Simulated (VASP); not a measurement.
Input of a VASP 6.6.1 run:

The input POSCAR:

```
TePb
1.0
    0.0000000000      3.2678368411      3.2678368411
    3.2678368411      0.0000000000      3.2678368411
    3.2678368411      3.2678368411      0.0000000000
Pb Te
1 1
Direct
    0.0000000000      0.0000000000      0.0000000000
    0.5000000000      0.5000000000      0.5000000000
```

INCAR.step1

```
  PREC = Accurate
  ENCUT = 520
  ISMEAR = -1
  SIGMA = 0.02
  LREAL = False
  LASPH = True
  NELM = 60
  NBANDS = 17
  GGA = PE
  ALGO = Normal
  EDIFF = 1E-4
  LWAVE = True
  LCHARG = False
```

Contents of INCAR.step2:

```
  PREC = Accurate
  ENCUT = 520
  EDIFF = 1E-6
  ISMEAR = -1
  SIGMA = 0.02
  LREAL = False
  LASPH = True
  NELM = 60
  ALGO = Normal
  ISIF = 2
  LWAVE = False
  LCHARG = True
  METAGGA = R2SCAN
  LMIXTAU = True
  LELF = True
  LVHAR = True
  NBANDS = 17
  ISTART = 1
```

File KPOINTS:

```
Automatic mesh
0
Gamma
  6 6 6
```

Potentials or basis: VASP PAW PBE potentials, release 64 (Pb_d, Te).

Launch:

```bash
$ cat potpaw_PBE.64/Pb_d/POTCAR potpaw_PBE.64/Te/POTCAR > POTCAR
$ cp INCAR.step1 INCAR
$ mpirun -np 1 vasp_std > vasp.out
$ cp INCAR.step2 INCAR
$ mpirun -np 1 vasp_std > vasp.out
```

Question: Predict the pressure.

Answer: 0.0 GPa.

Question: Predict the band gap on the k mesh.

Answer: 1.09 eV, direct.

Caveat: the PAW data sets were made with another functional, which shifts forces and pressure a little; spin-orbit coupling is left out, which moves the levels of the heavy elements. A k mesh can miss the band edges.
